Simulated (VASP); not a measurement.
A run of VASP 6.6.1:

Contents of INCAR:

```
ALGO = Normal ; EDIFF = 1E-6
ENCUT = 520 ; GGA = PE
ISIF = 2 ; ISMEAR = 0
LASPH = T ; LCHARG = T
LELF = T ; LREAL = F
LVHAR = T ; LWAVE = F
NBANDS = 33 ; NELM = 80
PREC = Accurate ; SIGMA = 0.01
```

The input KPOINTS:

```
k-points
0
Gamma
  8 8 8
```

Contents of POSCAR:

```
TiO2
1.0
   -1.8921000000      1.8921000000      4.7573000000
    1.8921000000     -1.8921000000      4.7573000000
    1.8921000000      1.8921000000     -4.7573000000
Ti O
2 4
Direct
    0.0000000000      0.0000000000      0.0000000000
    0.7500000000      0.2500000000      0.5000000000
    0.2081000000      0.2081000000      0.0000000000
    0.9581000000      0.4581000000      0.5000000000
    0.5419000000      0.0419000000      0.5000000000
    0.7919000000      0.7919000000      0.0000000000
```

Potentials or basis: VASP PAW PBE potentials, release 64 (Ti_sv, O).

Run with:

```bash
$ cat potpaw_PBE.64/Ti_sv/POTCAR potpaw_PBE.64/O/POTCAR > POTCAR
$ mpirun -np 1 vasp_std > vasp.out
```

Hardware: 1 thread of Intel(R) Xeon(R) Platinum 8375C CPU @ 2.90GHz (Ice Lake), on a shared host.

**Question.** How long does it take, and how much memory?

**Answer.** It took 3.7 min on 1 thread of Intel(R) Xeon(R) Platinum 8375C CPU @ 2.90GHz (Ice Lake), with other jobs on the host, peak memory 0.31 GiB. Counts: scf iterations 16, k points 59.
